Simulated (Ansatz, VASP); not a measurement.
**Two plane-wave programs on SrCl2**

```
CELL_PARAMETERS angstrom
-1.46382 2.92764 2.92764
2.92764 -1.46382 2.92764
2.92764 2.92764 -1.46382
ATOMIC_POSITIONS crystal
Sr 0.00000 0.00000 0.00000
Cl 0.25000 0.25000 0.25000
Cl 0.75000 0.75000 0.75000
```

Alike in both runs: task single point; functional PBEsol; k mesh 6 × 6 × 6; occupations gaussian, width 0.05 eV; no spin polarisation.

```csv
,VASP,Ansatz
version,VASP 6.6.1,Ansatz 0.2.0
potentials or method,"VASP PAW PBE potentials, release 64 (Sr_sv, Cl), cutoff 520 eV","scalar-relativistic, plane waves, PAW"
valence electrons in the cell,24,24
```

VASP gave:

```
gap on the k mesh at the Fermi level (eV) : 0.16
least direct gap on the mesh (eV)         : 0.16
rms of the force components (eV/Å)        : 11.412
```

Q: What did Ansatz give for the same quantities?

A: gap on the k mesh at the Fermi level (eV): 0.24; least direct gap on the mesh (eV): 0.24; rms of the force components (eV/Å): 11.105.

VASP's potentials were made for PBE, not for PBEsol. Atom by atom the forces differ by 0.308 eV/Å (rms over components).
